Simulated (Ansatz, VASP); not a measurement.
# One calculation of Nb2H, two programs

Contents of INCAR:

```
SYSTEM = Nb2H
PREC     = Accurate       ! precision mode
ENCUT    = 520            ! plane-wave cutoff, eV
EDIFF    = 1E-6           ! SCF threshold, eV
ISMEAR   = 0              ! smearing method
SIGMA    = 0.1            ! smearing width, eV
LREAL    = .False.        ! projectors in reciprocal space
LASPH    = .True.         ! aspherical terms in the spheres
NELM     = 80             ! most SCF steps
ALGO     = Normal         ! electronic algorithm
ISIF     = 2              ! what is computed and relaxed
LWAVE    = .False.        ! write WAVECAR
LCHARG   = .False.        ! write CHGCAR
GGA      = PE             ! functional
NBANDS   = 36             ! bands
```

The input KPOINTS:

```
Automatic mesh
0
Gamma
  4 4 4
  0 0 0
```

Contents of POSCAR:

```
Nb2H
1.0
    4.1817528400      0.0000000000      0.0000000000
    0.0000000000      4.1817528400      0.0000000000
    0.0000000000      0.0000000000      4.1817528400
Nb H
4 2
Direct
    0.2829103600      0.2829103600      0.2829103600
    0.7170896400      0.7170896400      0.2829103600
    0.7170896400      0.2829103600      0.7170896400
    0.2829103600      0.7170896400      0.7170896400
    0.5000000000      0.5000000000      0.5000000000
    0.0000000000      0.0000000000      0.0000000000
```

Input for Ansatz:

```yaml
crystal:
  lattice:
    - [4.18175284, 0.0, 0.0]
    - [0.0, 4.18175284, 0.0]
    - [0.0, 0.0, 4.18175284]
  atoms:
    - { symbol: Nb, position: [0.28291036, 0.28291036, 0.28291036] }
    - { symbol: Nb, position: [0.71708964, 0.71708964, 0.28291036] }
    - { symbol: Nb, position: [0.71708964, 0.28291036, 0.71708964] }
    - { symbol: Nb, position: [0.28291036, 0.71708964, 0.71708964] }
    - { symbol: H, position: [0.5, 0.5, 0.5] }
    - { symbol: H, position: [0.0, 0.0, 0.0] }
basis:
  ecutwfc: 420
kpoints:
  mp_grid: { grid: [4, 4, 4] }
hamiltonian:
  xc: pbe
scf:
  occupations: { method: gaussian, width: 0.1 }
  lower_state_search: "off"
output:
  forces: true
  stress: true
  eigenvalues: true
```

Alike in both runs: task single point; functional PBE; k mesh 4 × 4 × 4; occupations gaussian, width 0.1 eV; no spin polarisation.

|  | VASP | Ansatz |
| --- | --- | --- |
| version | VASP 6.6.1 | Ansatz 0.2.0 |
| potentials or method | VASP PAW PBE potentials, release 64 (Nb_sv, H), cutoff 520 eV | scalar-relativistic, plane waves, PAW |
| valence electrons in the cell | 54 | 54 |

|  | VASP | Ansatz | Ansatz less VASP |
| --- | --- | --- | --- |
| gap on the k mesh at the Fermi level (eV) | none | none | - |
| rms of the force components (eV/Å) | 4.498 | 4.502 | +0.0042 |

Atom by atom the forces differ by 0.004 eV/Å (rms over components). A gap of «none» marks a metal or a gap that the smearing closes.

The k mesh is coarse, so the values compare programs but aren't converged.
